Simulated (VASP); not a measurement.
A run of VASP 6.6.1 is set up as follows.

The input INCAR:

```
PREC = Accurate
ENCUT = 600
EDIFF = 1E-6
ISMEAR = 0
SIGMA = 0.1
LREAL = False
LASPH = True
NELM = 120
ALGO = Normal
ISIF = 2
LWAVE = False
LCHARG = True
GGA = PE
LELF = True
LVHAR = True
NBANDS = 15
GGA_COMPAT = False
```

KPOINTS

```
Automatic mesh
0
Gamma
  6 6 6
```

POSCAR

```
KF
1.0
    0.0000000000      2.6718500000      2.6718500000
    2.6718500000      0.0000000000      2.6718500000
    2.6718500000      2.6718500000      0.0000000000
K F
1 1
Direct
    0.0000000000      0.0000000000      0.0000000000
    0.5000000000      0.5000000000      0.5000000000
```

Potentials or basis: VASP PAW PBE potentials, release 64 (K_sv, F).

Command:

```bash
$ cat potpaw_PBE.64/K_sv/POTCAR potpaw_PBE.64/F/POTCAR > POTCAR
$ mpirun -np 1 vasp_std > vasp.out
```

Problem. Estimate the pressure.

Solution. 1.4 GPa.

Problem. What does it give for the band gap on the k mesh?

Solution. 6.17 eV, direct.

As with any semilocal functional, this PBE gap is likely too small.
